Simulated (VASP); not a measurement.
Input of a VASP 6.6.1 run:

INCAR

```
ALGO = Normal
EDIFF = 1E-8
ENCUT = 520
GGA = PS
ISIF = 2
ISMEAR = -1
LASPH = T
LCHARG = F
LEFG = T
LREAL = F
LWAVE = F
NBANDS = 16
NELM = 60
PREC = Accurate
SIGMA = 0.03
```

The input KPOINTS:

```
k-points
0
Gamma
  8 8 8
```

The input POSCAR:

```
ZnSe
1.0
    0.0000000000      2.8338000000      2.8338000000
    2.8338000000      0.0000000000      2.8338000000
    2.8338000000      2.8338000000      0.0000000000
Zn Se
1 1
Direct
    0.0000000000      0.0000000000      0.0000000000
    0.7500000000      0.7500000000      0.7500000000
```

Potentials or basis: VASP PAW PBE potentials, release 64 (Zn, Se).

Command:

```sh
$ cat potpaw_PBE.64/Zn/POTCAR potpaw_PBE.64/Se/POTCAR > POTCAR
$ mpirun -np 1 vasp_std > vasp.out
```

Task: Estimate the pressure.

Result: -0.9 GPa.

Task: Predict the band gap on the k mesh.

Result: 1.17 eV.

Caveat: the PAW data sets were made with another functional, which shifts forces and pressure a little.

**Measured values to compare with.**

From “Alloy Disordering Effects on the Thermal Conductivity and Energy Gap Temperature Dependence of Cd1−xZnxSe Ternary Crystals Grown by the Bridgman Method”, 2023, pmc:10253836, for a bulk crystal of ZnSe at 300 K: band gap 2.695 ± 0.003 eV (an exciton energy, a little under the gap).

Against the measured gap of ZnSe, 2.695 eV (an exciton energy, a little under the gap; 300 K; “Alloy Disordering Effects on the Thermal Conductivity and Energy Gap Temperature Dependence of Cd1−xZnxSe Ternary Crystals Grown by the Bridgman Method”, 2023, pmc:10253836), the calculated 1.17 eV is off by -1.52 eV. So large a miss can be the level of theory's own, or it may mean another phase, state or a wrong row. Spin-orbit coupling on Se is left out. The value is that of PBEsol, without temperature or zero-point motion. Semilocal functionals fall short of measured gaps as a rule.
